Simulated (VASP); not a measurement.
Input of a VASP 6.6.1 run:

INCAR

```
SYSTEM = As
  ALGO = Normal
  DIPOL = 0.5 0.5 0.347
  EDIFF = 1E-7
  ENCUT = 520
  GGA = PE
  IDIPOL = 3
  ISIF = 2
  ISMEAR = -1
  LASPH = .TRUE.
  LCHARG = .FALSE.
  LDIPOL = .TRUE.
  LREAL = .FALSE.
  LWAVE = .FALSE.
  NBANDS = 12
  NELM = 60
  PREC = Accurate
  SIGMA = 0.02
```

File KPOINTS:

```
k-points
0
G
  12 12 1
  0 0 0
```

The input POSCAR:

```
As
1.0
    3.5749087740      0.0000000000      0.0000000000
   -1.7874543870      3.0650021964      0.0000000000
    0.0000000000      0.0000000000     26.4156438000
As
2
Direct
    0.3330443001      0.6660886002      0.3205320536
    0.6669556999      0.3339113998      0.3725353590
```

Potentials or basis: VASP PAW PBE potentials, release 64 (As).

Run with:

```sh
$ cat potpaw_PBE.64/As/POTCAR > POTCAR
$ mpirun -np 1 vasp_std > vasp.out
```

Task: Predict the band gap on the k mesh.

Result: 1.53 eV, indirect (least direct gap 2.07 eV).

Task: Predict the largest force.

Result: 0.505 eV/Å.

Forces in eV/Å, atoms in the order of the input:
```
As   0.000 -0.012 -0.505
As   0.000  0.012  0.505
```

Caveat: the cell differs from its parent crystal (uniaxial y strain -1.0%).
